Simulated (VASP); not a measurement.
Wanted: the native input for a VASP 6.6.1 run.

| Item | Value |
| --- | --- |
| Task | relaxation of shape and atoms at fixed volume |
| Functional | PBE |
| Potentials or basis | VASP PAW PBE potentials, release 64 (Zr_sv, C) |
| Cutoff | 600 eV |
| k mesh | 12 × 12 × 12 |
| Occupations | gaussian, width 0.05 eV |
| Spin | no spin polarisation |
| Dipole correction | no |
| Further INCAR settings | ALGO = Normal; EDIFF = 1e-07; IBRION = 2; EDIFFG = -0.01; NSW = 60; ISIF = 4 |

The structure of ZrC lies in POSCAR:

```
ZrC
1.0
    3.2475889120      0.0000000000      0.0000000000
   -1.6237944560      2.8124944988      0.0000000000
    0.0000000000      0.0000000000      2.9200040199
Zr C
1 1
Direct
    0.0000000000      0.0000000000      0.0000000000
    0.6666666667      0.3333333333      0.5000000000
```

One way to write it, as run:

INCAR

```
SYSTEM = ZrC
ALGO = Normal
EDIFF = 1E-7
EDIFFG = -0.01
ENCUT = 600
GGA = PE
IBRION = 2
ISIF = 4
ISMEAR = 0
LASPH = .True.
LCHARG = .False.
LREAL = .False.
LWAVE = .False.
NELM = 80
NSW = 60
PREC = Accurate
SIGMA = 0.05
```

KPOINTS

```
k-points
0
Gamma
  12 12 12
  0 0 0
```

Potentials or basis: VASP PAW PBE potentials, release 64 (Zr_sv, C).

Run with:

```console
$ cat potpaw_PBE.64/Zr_sv/POTCAR potpaw_PBE.64/C/POTCAR > POTCAR
$ mpirun -np 1 vasp_std > vasp.out
```

It gave:

* Energy gained by relaxing: 0.1 meV/atom
* Ionic steps: 3
* Pressure after relaxing: 4.0 GPa
* Band gap on the k mesh: zero (bands 8 and 9 overlap by 0.43 eV)

It took 120 s on 1 thread of Intel Xeon 8259CL (shared host), peak memory 0.2 GiB.
